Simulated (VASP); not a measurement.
Wanted: the native input for a VASP 6.6.1 run.

| Item | Value |
| --- | --- |
| Task | single point |
| Functional | LDA |
| Potentials or basis | VASP PAW LDA potentials, release 64 (In_d) |
| Cutoff | 520 eV |
| k mesh | 12 × 12 × 14 |
| Occupations | methfessel-paxton, width 0.2 eV |
| Spin | no spin polarisation |
| Dipole correction | no |
| Further INCAR settings | ALGO = Normal; EDIFF = 1e-07; NBANDS = 12 |

The structure of In lies in POSCAR:

```
In
1.0
   -1.6019898026      1.6281983263      2.4755659685
    1.6281983263     -1.6019898026      2.4755659685
    1.5260503434      1.5260503434     -2.4583443292
In
1
Direct
    0.0000000000      0.0000000000      0.0000000000
```

These files were run (other wordings do the same):

INCAR

```
ALGO = Normal ; EDIFF = 1E-7
ENCUT = 520 ; ISIF = 2
ISMEAR = 1 ; LASPH = True
LCHARG = True ; LELF = True
LREAL = False ; LVHAR = True
LWAVE = False ; NBANDS = 12
NELM = 80 ; PREC = Accurate
SIGMA = 0.2
```

KPOINTS

```
k-points
0
Gamma
  12 12 14
```

Potentials or basis: VASP PAW LDA potentials, release 64 (In_d).

Launch:

```sh
$ cat potpaw_LDA.64/In_d/POTCAR > POTCAR
$ mpirun -np 1 vasp_std > vasp.out
```

Results of the run:

```
Pressure : 0.0 GPa
```

Run time: 52 s on 1 thread of Intel(R) Xeon(R) 6975P-C (Granite Rapids), with other jobs on the host, peak memory 0.26 GiB.
